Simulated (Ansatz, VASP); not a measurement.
Two plane-wave programs on Os

File INCAR:

```
ALGO = Normal
EDIFF = 1E-7
EDIFFG = -0.01
ENCUT = 600
GGA = LIBXC
GGA_COMPAT = False
IBRION = 2
ISIF = 3
ISMEAR = -1
LASPH = True
LCHARG = False
LIBXC1 = GGA_X_B88
LIBXC2 = GGA_C_PBE
LREAL = False
LWAVE = False
NELM = 120
NELMIN = 4
NSW = 60
PREC = Accurate
SIGMA = 0.05
```

File KPOINTS:

```
k-points
0
Gamma
  11 11 6
```

POSCAR

```
Os
1.0
    2.7341000000      0.0000000000      0.0000000000
   -1.3670500000      2.3678000565      0.0000000000
    0.0000000000      0.0000000000      4.3197000000
Os
2
Direct
    0.6666666667      0.3333333333      0.7500000000
    0.3333333333      0.6666666667      0.2500000000
```

input.yaml

```yaml
crystal:
  lattice:
    - [2.7341, 0.0, 0.0]
    - [-1.36705, 2.3678000565, 0.0]
    - [0.0, 0.0, 4.3197]
  atoms:
    - { symbol: Os, position: [0.6666666667, 0.3333333333, 0.75] }
    - { symbol: Os, position: [0.3333333333, 0.6666666667, 0.25] }
hamiltonian:
  xc: { exchange: b88, correlation: pbe }
  pseudopotentials: { kind: paw }
kpoints:
  mp_grid: { grid: [11, 11, 6] }
scf:
  occupations: { method: fermi_dirac, width: 0.05 }
output:
  forces: true
  stress: true
relax:
  f_tol: 0.01
  max_steps: 40
  cell: { stress_tol: 0.05 }
```

Alike in both runs: task relaxation of cell and atoms; functional b88 exchange, pbe correlation; k mesh 11 × 11 × 6; occupations fermi-dirac, width 0.05 eV; no spin polarisation.

```csv
,VASP,Ansatz
version,VASP 6.6.1,Ansatz 0.2.0
potentials or method,"VASP PAW PBE potentials, release 64 (Os)",Ansatz PAW
plane-wave cutoff (eV),600,420
valence electrons in the cell,16,32
```

VASP gave:

| Property | Result |
| --- | --- |
| relaxed volume (Å³/atom) | 14.29 |
| relaxed length of the cell vector where the two differ most in proportion (Å) | 4.348 |

Problem. Which values does Ansatz return?

Solution. Relaxed volume (Å³/atom): 14.29; relaxed length of the cell vector where the two differ most in proportion (Å): 4.349.

VASP's potentials were made for PBE, not for b88 exchange, pbe correlation. VASP's potentials hold 16 valence electrons a cell and Ansatz's 32, so a difference there can come from the potentials and not from the codes.

Spin-orbit coupling is off throughout. Noted on Ansatz's run: the plane-wave basis is chosen anew once the cell has moved, so the energies of steps on either side of that aren't comparable.
